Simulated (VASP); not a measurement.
# Ta3H in VASP: further runs

Ta3H is run at these levels: PBE; tasks: single point.

Program: VASP 6.6.1. These are calculated values, not measurements. Logs are shortened: lines on timing, memory, paths and dates and some standing lists are left out, and cuts for length are marked.

**1. The cell of the first run**

The cell holds a slab with vacuum, 4 atoms: a = 2.874 Å, b = 2.874 Å, c = 21.527 Å, α = 90.00°, β = 90.00°, γ = 109.47°.

**2. Single point, PBE, collinear spin, ferromagnetic start**

INCAR

```
SYSTEM = Ta3H
  ALGO = Normal
  DIPOL = 0.5 0.5 0.342
  EDIFF = 1E-6
  ENCUT = 520
  GGA = PE
  IDIPOL = 3
  ISIF = 2
  ISMEAR = 0
  ISPIN = 2
  LASPH = .TRUE.
  LCHARG = .FALSE.
  LDIPOL = .TRUE.
  LMAXMIX = 4
  LORBIT = 11
  LREAL = .FALSE.
  LWAVE = .FALSE.
  MAGMOM = 0 0 0 1
  NBANDS = 29
  NELM = 150
  PREC = Accurate
  SIGMA = 0.1
```

KPOINTS

```
k-points
0
G
  10 10 1
  0 0 0
```

POSCAR

```
Ta3H
1.0
    2.8743098520      0.0000000000      0.0000000000
   -0.9581032840      2.7099253168      0.0000000000
    0.0000000000      0.0000000000     21.5266897253
Ta H
3 1
Direct
    0.5000000000      0.5000000000      0.1858158431
    0.0000000000      0.0000000000      0.2909732295
    0.5000000000      0.5000000000      0.3960985100
    0.5000000000      0.5000000000      0.4969036049
```

Potentials or basis: VASP PAW PBE potentials, release 64 (Ta_pv, H).

Run with:

```console
$ cat potpaw_PBE.64/Ta_pv/POTCAR potpaw_PBE.64/H/POTCAR > POTCAR
$ mpirun -np 1 vasp_std > vasp.out
```

OUTCAR:

```text
SYSTEM = Ta3H
   EDIFF = 1E-6
   ENCUT = 520
   GGA = PE
   ISIF = 2
   ISMEAR = 0
   ISPIN = 2
   LASPH = .TRUE.
   LORBIT = 11
   LREAL = .FALSE.
   NELM = 150
   PREC = Accurate

 ion  position               nearest neighbor table
   1  0.500  0.500  0.186-   2 2.81   2 2.81   2 3.26   2 3.26
   2  0.000  0.000  0.291-   3 2.81   3 2.81   1 2.81   1 2.81   3 3.26   3 3.26   1 3.26   1 3.26

   3  0.500  0.500  0.396-   4 2.17   2 2.81   2 2.81   2 3.26   2 3.26
   4  0.500  0.500  0.497-   3 2.17

  LATTYP: Found a base centered orthorhombic cell.
 ALAT       =     3.3189671336
 B/A-ratio  =     1.4142135624
 C/A-ratio  =     6.4859604988

  Lattice vectors:

 A1 = (   2.8743098520,   0.0000000000,   0.0000000000)
 A2 = (  -0.9581032840,   2.7099253168,   0.0000000000)
 A3 = (   0.0000000000,   0.0000000000,  21.5266897253)

Analysis of symmetry for initial positions (statically):
=====================================================================
 Subroutine PRICEL returns:
 Original cell was already a primitive cell.

 Routine SETGRP: Setting up the symmetry group for a
 base centered orthorhombic supercell.

 Subroutine GETGRP returns: Found  4 space group operations
 (whereof  4 operations were pure point group operations)
 out of a pool of  8 trial point group operations.

The static configuration has the point symmetry C_2v.

Analysis of symmetry for dynamics (positions and initial velocities):
=====================================================================
 Subroutine PRICEL returns:
 Original cell was already a primitive cell.

 Routine SETGRP: Setting up the symmetry group for a
 base centered orthorhombic supercell.

 Subroutine GETGRP returns: Found  4 space group operations
 (whereof  4 operations were pure point group operations)
 out of a pool of  8 trial point group operations.

The dynamic configuration has the point symmetry C_2v.

Analysis of structural, dynamic, and magnetic symmetry:
=====================================================================
 Subroutine PRICEL returns:
 Original cell was already a primitive cell.

 Routine SETGRP: Setting up the symmetry group for a
 base centered orthorhombic supercell.

 Subroutine GETGRP returns: Found  4 space group operations
 (whereof  4 operations were pure point group operations)
 out of a pool of  8 trial point group operations.

The overall configuration has the point symmetry C_2v.

 Subroutine INISYM returns: Found  4 space group operations
 (whereof  4 operations are pure point group operations),
 and found     1 'primitive' translations

----------------------------------------------------------------------------------------

                                     Primitive cell

  volume of cell :     167.6749

  direct lattice vectors                    reciprocal lattice vectors
     2.874309852  0.000000000  0.000000000     0.347909603  0.123004620  0.000000000
    -0.958103284  2.709925317  0.000000000     0.000000000  0.369013859  0.000000000
     0.000000000  0.000000000 21.526689725     0.000000000  0.000000000  0.046453961

  length of vectors
     2.874309852  2.874309852 21.526689725     0.369013859  0.369013859  0.046453961

  position of ions in fractional coordinates (direct lattice)
     0.500000000  0.500000000  0.185815843
     0.000000000  0.000000000  0.290973229
     0.500000000  0.500000000  0.396098510
     0.500000000  0.500000000  0.496903605

  ion indices of the primitive-cell ions
   primitive index   ion index
                 1           1
                 2           2
                 3           3
                 4           4

----------------------------------------------------------------------------------------

 KPOINTS: k-points

Automatic generation of k-mesh.
 Grid dimensions read from file:
 generate k-points for:   10   10    1

 Generating k-lattice:

  Cartesian coordinates                     Fractional coordinates (reciprocal lattice)
     0.034790960  0.012300462  0.000000000     0.100000000  0.000000000  0.000000000
     0.000000000  0.036901386  0.000000000     0.000000000  0.100000000  0.000000000
     0.000000000  0.000000000  0.046453961     0.000000000  0.000000000  1.000000000

  Length of vectors
     0.036901386  0.036901386  0.046453961

  Shift w.r.t. Gamma in fractional coordinates (k-lattice)
     0.000000000  0.000000000  0.000000000

 Subroutine IBZKPT returns following result:
 ===========================================

 Found     31 irreducible k-points:

 Following reciprocal coordinates:
            Coordinates               Weight
  0.000000  0.000000  0.000000      1.000000
  0.100000  0.000000  0.000000      4.000000
  0.200000  0.000000  0.000000      4.000000
  0.300000  0.000000  0.000000      4.000000
  0.400000  0.000000  0.000000      4.000000
  0.500000  0.000000  0.000000      2.000000
[... 16 lines left out ...]
  0.300000  0.300000  0.000000      2.000000
  0.400000  0.300000  0.000000      4.000000
 [... further k-points ...]
   k-points           NKPTS =     31   k-points in BZ     NKDIM =     31   number of bands    NBANDS=     29
   number of dos      NEDOS =    301   number of ions     NIONS =      4
   total plane-waves  NPLWV =  92160
   dimension x,y,z NGX =    24 NGY =   24 NGZ =  160
   dimension x,y,z NGXF=    48 NGYF=   48 NGZF=  320
   ions per type =               3   1
   NGX,Y,Z   is equivalent  to a cutoff of  13.88, 13.88, 12.36 a.u.
   NGXF,Y,Z  is equivalent  to a cutoff of  27.76, 27.76, 24.71 a.u.
 SYSTEM =  Ta3H
   PREC   = accura    normal or accurate (medium, high low for compatibility)
   ISTART =      0    job   : 0-new  1-cont  2-samecut
   ICHARG =      2    charge: 1-file 2-atom 10-const
   ISPIN  =      2    spin polarized calculation?
   LNONCOLLINEAR =      F non collinear calculations
   LSORBIT =      F    spin-orbit coupling
   LASPH  =      T    aspherical Exc in radial PAW
   ENCUT  =  520.0 eV  38.22 Ry    6.18 a.u.   5.34  5.34 40.03*2*pi/ulx,y,z
   NELM   =    150;   NELMIN=  2; NELMDL= -5     # of ELM steps
   EDIFF  = 0.1E-05   stopping-criterion for ELM
   LREAL  =      F    real-space projection
   EDIFFG = 0.1E-04   stopping-criterion for IOM
   NSW    =      0    number of steps for IOM
   IBRION =     -1    ionic relax: 0-MD 1-quasi-New 2-CG
   NFREE  =      0    steps in history (QN), initial steepest desc. (CG)
   ISIF   =      2    stress and relaxation
   ISYM   =      2    0-nonsym 1-usesym 2-fastsym
   POTIM  = 0.5000    time-step for ionic-motion
   TEBEG  =    0.0;   TEEND  =   0.0 temperature during run
   PSTRESS=    0.0 pullay stress
   NELECT =      34.0000    total number of electrons
   NUPDOWN=      -1.0000    fix difference up-down
   EMIN   =  10.00;   EMAX   =-10.00  energy-range for DOS
   EFERMI =   0.00;   METHOD = LEGACY
   ISMEAR =     0;   SIGMA  =   0.10  broadening in eV -4-tet -1-fermi 0-gaus
   EFERMI_NEDOS =   21; number of points for ismear=-14 and -15
   IALGO  =     38    algorithm
   IMIX   =      4    mixing-type and parameters
     AMIX     =   0.40;   BMIX     =  1.00
     AMIX_MAG =   1.60;   BMIX_MAG =  1.00
  volume/ion in A,a.u.               =      41.92       282.88
  Fermi-wavevector in a.u.,A,eV,Ry     =   0.961786  1.817512 12.585827  0.925032
  Thomas-Fermi vector in A             =   2.091188
   LORBIT       =     11    0 simple, 1 ext, 2 COOP (PROOUT), +10 PAW based schemes
   GGA     = PE    functional components
   LHFCALC =     F    Hartree Fock is set to
   AEXX    =    0.0000 exact exchange contribution
   IVDW    =     0    specifies the selected vdW correction
   LEPSILON=     F    determine dielectric tensor
   LRPA    =     F    only Hartree local field effects (RPA)
 spin polarized calculation
 Gauss-broadening in eV      SIGMA  =   0.10
  energy-cutoff  :      520.00
  volume of cell :      167.67
 maximum number of plane-waves:      4567
 NGX is ok and might be reduce to    24
   NGX = 11   NGY = 11   NGZ = 81

 dipolmoment           0.000000      0.000000     -0.071748 electrons x Angstroem

 number of electron      33.9999997 magnetization       0.0000091

 dipolmoment           0.000000      0.000000      0.077656 electrons x Angstroem

 Free energy of the ion-electron system (eV)
  ---------------------------------------------------
  ext. energy  EPLUGINS =         0.00000000
  ---------------------------------------------------
  free energy    TOTEN  =       -35.67648796 eV

  energy without entropy =      -35.65651251  energy(sigma->0) =      -35.66650024

 E-fermi :  -1.8196     XC(G=0):  -5.3186

 val. band max:       -1.8209283403   @ k =   0.4000   0.4000   0.0000
 cond. band min:      -1.7846970276   @ k =   0.3000   0.2000   0.0000
 fundamental gap:      0.0362313128
 Fermi energy:        -1.8195875420

 spin component 1

 k-point     1 :       0.0000    0.0000    0.0000
  band No.  band energies     occupation
      1     -36.3136      1.00000
      2     -36.0105      1.00000
      3     -35.7312      1.00000
      4     -35.5266      1.00000
      5     -35.4877      1.00000
      6     -35.3308      1.00000
[... 21 lines left out ...]
     28       2.8345      0.00000
     29       3.0458      0.00000

 k-point     2 :       0.1000    0.0000    0.0000
  band No.  band energies     occupation
      1     -36.2904      1.00000
      2     -36.0184      1.00000
      3     -35.7749      1.00000
      4     -35.5853      1.00000
      5     -35.5266      1.00000
      6     -35.3702      1.00000
[... 21 lines left out ...]
     28       3.0976      0.00000
     29       3.3690      0.00000

 k-point     3 :       0.2000    0.0000    0.0000
  band No.  band energies     occupation
      1     -36.2353      1.00000
      2     -36.0526      1.00000
      3     -35.9234      1.00000
      4     -35.7525      1.00000
      5     -35.5845      1.00000
      6     -35.4325      1.00000
[... 638 lines left out ...]
      5     -35.9594      1.00000
      6     -35.8867      1.00000
[... 21 lines left out ...]
     28       6.0748      0.00000
     29       6.9251      0.00000

 k-point    24 :       0.4000    0.3000    0.0000
  band No.  band energies     occupation
      1     -36.3143      1.00000
      2     -36.1725      1.00000
      3     -36.1302      1.00000
      4     -36.0658      1.00000
      5     -35.9351      1.00000
      6     -35.8764      1.00000
[... 21 lines left out ...]
     28       7.0596      0.00000
     29       7.2351      0.00000

 [... further k-points ...]

 spin component 2

 k-point     1 :       0.0000    0.0000    0.0000
  band No.  band energies     occupation
      1     -36.3136      1.00000
      2     -36.0105      1.00000
      3     -35.7312      1.00000
      4     -35.5266      1.00000
      5     -35.4877      1.00000
      6     -35.3308      1.00000
[... 21 lines left out ...]
     28       2.8539      0.00000
     29       3.0466      0.00000

 k-point     2 :       0.1000    0.0000    0.0000
  band No.  band energies     occupation
      1     -36.2904      1.00000
      2     -36.0184      1.00000
      3     -35.7749      1.00000
      4     -35.5852      1.00000
      5     -35.5266      1.00000
      6     -35.3702      1.00000
[... 21 lines left out ...]
     28       3.1161      0.00000
     29       3.3697      0.00000

 k-point     3 :       0.2000    0.0000    0.0000
  band No.  band energies     occupation
      1     -36.2353      1.00000
      2     -36.0526      1.00000
      3     -35.9234      1.00000
      4     -35.7525      1.00000
      5     -35.5845      1.00000
      6     -35.4325      1.00000
[... 638 lines left out ...]
      5     -35.9594      1.00000
      6     -35.8867      1.00000
[... 21 lines left out ...]
     28       6.0749      0.00000
     29       6.9270      0.00000

 k-point    24 :       0.4000    0.3000    0.0000
  band No.  band energies     occupation
      1     -36.3143      1.00000
      2     -36.1725      1.00000
      3     -36.1302      1.00000
      4     -36.0658      1.00000
      5     -35.9351      1.00000
      6     -35.8764      1.00000
[... 21 lines left out ...]
     28       7.0597      0.00000
     29       7.2351      0.00000

 [... further k-points ...]

------------------------ aborting loop because EDIFF is reached ----------------------------------------

 vacuum level on the upper side and lower side of the slab       (xc-potential included)         0.837        -0.899

  FORCE on cell =-STRESS in cart. coord.  units (eV):
  Direction    XX          YY          ZZ          XY          YZ          ZX
  --------------------------------------------------------------------------------------
  -------------------------------------------------------------------------------------
  Total       -2.4289994     -2.0370449     -2.9541986      0.5543075      0.0000000      0.0000000
  in kB      -23.2097167    -19.4644895    -28.2281304      5.2965511      0.0000000      0.0000000
  external PRESSURE =     -23.6341122 kB  Pullay stress =       0.0000000 kB

 VOLUME and BASIS-vectors are now :
 -----------------------------------------------------------------------------
  energy-cutoff  :      520.00
  volume of cell :      167.67
      direct lattice vectors                 reciprocal lattice vectors
     2.874309852  0.000000000  0.000000000     0.347909603  0.123004620  0.000000000
    -0.958103284  2.709925317  0.000000000     0.000000000  0.369013859  0.000000000
     0.000000000  0.000000000 21.526689725     0.000000000  0.000000000  0.046453961

 POSITION                                       TOTAL-FORCE (eV/Angst)
 -----------------------------------------------------------------------------------
      0.95810      1.35496      4.00000         0.000000      0.000000      0.080016
      0.00000      0.00000      6.26369         0.000000      0.000000     -0.631231
      0.95810      1.35496      8.52669        -0.000000      0.000000      2.392183
      0.95810      1.35496     10.69669         0.000000      0.000000     -1.840968
 -----------------------------------------------------------------------------------
    total drift:                               -0.000000     -0.000000      0.000019

  FREE ENERGIE OF THE ION-ELECTRON SYSTEM (eV)
  ---------------------------------------------------
  free  energy   TOTEN  =       -35.6764879606 eV

  energy  without entropy=      -35.6565125108  energy(sigma->0) =      -35.66650024

 vacuum level on the upper side and lower side of the slab         4.710         2.908

 total charge

# of ion       s       p       d       tot
------------------------------------------
    1        0.376   6.093   2.378   8.846
    2        0.374   6.179   2.406   8.958
    3        0.379   6.120   2.323   8.821
    4        0.426   0.003   0.000   0.429
--------------------------------------------------
tot          1.554  18.395   7.106  27.055

 magnetization (x)

# of ion       s       p       d       tot
------------------------------------------
    1        0.000   0.000   0.000   0.000
    2       -0.000  -0.000  -0.000  -0.000
    3       -0.000  -0.000   0.000   0.000
    4       -0.000   0.000   0.000  -0.000
--------------------------------------------------
tot         -0.000  -0.000   0.000  -0.000
```

Wall time 5 min (1 thread of Intel Xeon Platinum 8559C (Emerald Rapids), shared host); peak memory 0.5 GiB.

What came out:

```
Free energy                                           : -35.6765 eV
Largest force                                         : 2.392 eV/Å
Band gap on the k mesh                                : zero (filled and empty bands overlap)
Net moment                                            : 0.00 μB per cell
Valence electrons inside the program's atomic spheres : Ta 8.85, 8.96, 8.82; H 0.43
```

Forces on the atoms (eV/Å):
```
Ta   0.000  0.000  0.080
Ta   0.000  0.000 -0.631
Ta   0.000  0.000  2.392
H    0.000  0.000 -1.841
```

Caveat: spin-orbit coupling is left out, which moves the levels of the heavy elements.

(Continued in part 2 of 2.)
